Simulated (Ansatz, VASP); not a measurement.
**HfO2: VASP beside Ansatz**

File INCAR:

```
SYSTEM = HfO2
PREC = Accurate
ENCUT = 520
EDIFF = 1E-6
ISMEAR = 0
SIGMA = 0.05
LREAL = .False.
LASPH = .True.
NELM = 60
ALGO = Normal
ISIF = 2
LWAVE = .False.
LCHARG = .False.
GGA = PE
NBANDS = 31
```

File KPOINTS:

```
regular mesh
0
Gamma
  6 6 6
  0 0 0
```

File POSCAR:

```
HfO2
1.0
    0.0000000000     -2.5489194559     -2.5489194559
    0.0000000000      2.5489194559     -2.5489194559
    5.0978389119      0.0000000000      0.0000000000
Hf O
2 4
Direct
    0.5000000000      0.5000000000      0.5000000000
    0.0000000000      0.0000000000      0.0000000000
    0.0000000000      0.5000000000      0.7153971020
    0.5000000000      0.0000000000      0.2846028980
    0.0000000000      0.5000000000      0.2153971020
    0.5000000000      0.0000000000      0.7846028980
```

Input for Ansatz:

```yaml
crystal:
  lattice:
    - [0.0, -2.5489194559, -2.5489194559]
    - [0.0, 2.5489194559, -2.5489194559]
    - [5.0978389119, 0.0, 0.0]
  atoms:
    - { symbol: Hf, position: [0.5, 0.5, 0.5] }
    - { symbol: Hf, position: [0.0, 0.0, 0.0] }
    - { symbol: O, position: [0.0, 0.5, 0.715397102] }
    - { symbol: O, position: [0.5, 0.0, 0.284602898] }
    - { symbol: O, position: [0.0, 0.5, 0.215397102] }
    - { symbol: O, position: [0.5, 0.0, 0.784602898] }
basis:
  ecutwfc: 520.0
kpoints:
  mp_grid: { grid: [6, 6, 6] }
hamiltonian:
  xc: pbe
  pseudopotentials: { kind: paw, azcp: { folder: soft_1 } }
scf:
  occupations: { method: gaussian, width: 0.05 }
output:
  forces: true
  stress: true
  eigenvalues: true
```

Change from the starting cell: mode 1 frozen in at -0.176 Å and mode 5 at +0.000 Å (largest displacements).

Alike in both runs: task single point; functional PBE; k mesh 6 × 6 × 6; occupations gaussian, width 0.05 eV; no spin polarisation.

|  | VASP | Ansatz |
| --- | --- | --- |
| version | VASP 6.6.1 | Ansatz 0.2.0 |
| potentials or method | VASP PAW PBE potentials, release 64 (Hf_pv, O), cutoff 520 eV | scalar-relativistic, plane waves, PAW |
| valence electrons in the cell | 44 | 76 |

```tsv
	VASP	Ansatz	Ansatz less VASP
gap on the k mesh at the Fermi level (eV)	4.36	4.35	-0.013
least direct gap on the mesh (eV)	4.46	4.46	+0.004
pressure (GPa)	-1.0	2.6	+3.59
traceless stress, the component that is largest in VASP (GPa)	3.58	3.47	-0.111
rms of the force components (eV/Å)	0.108	0.094	-0.0146
```

Atom by atom the forces differ by 0.015 eV/Å (rms over components). VASP's potentials hold 44 valence electrons a cell and Ansatz's 76, so a difference there can come from the potentials and not from the codes.

Spin-orbit coupling is off throughout.
